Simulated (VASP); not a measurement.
MgS (Niningerite):

```
S Mg
1.0
     0.00000    2.58419    2.58419
     2.58419    0.00000    2.58419
     2.58419    2.58419    0.00000
S Mg
1 1
Direct
  0.50000 0.50000 0.50000
  0.00000 0.00000 0.00000
```

Base run:

| Item | Value |
| --- | --- |
| Program | VASP 6.6.1 |
| Functional | r2SCAN |
| Potentials or basis | VASP PAW PBE potentials, release 64 (S, Mg) |
| Cutoff | 520 eV |
| k mesh | 9 × 9 × 9 |
| Occupations | fermi-dirac, width 0.05 eV |
| Spin | no spin polarisation |

Its results: band gap on the k mesh 3.61 eV, indirect (least direct gap 4.79 eV); pressure 1.2 GPa.

**Question.** After a change of settings the same cell gave: band gap on the k mesh 2.73 eV, indirect (least direct gap 3.65 eV); pressure -2.4 GPa. Which change was it?
A. functional from r2SCAN to PBEsol
B. functional from r2SCAN to PBE
C. functional from r2SCAN to LDA; potentials or basis from VASP PAW PBE potentials, release 64 (S, Mg) to VASP PAW LDA potentials, release 64 (S, Mg)

**Answer.** C.

Caveats: the PAW data sets were made with another functional, which shifts forces and pressure a little (some runs).
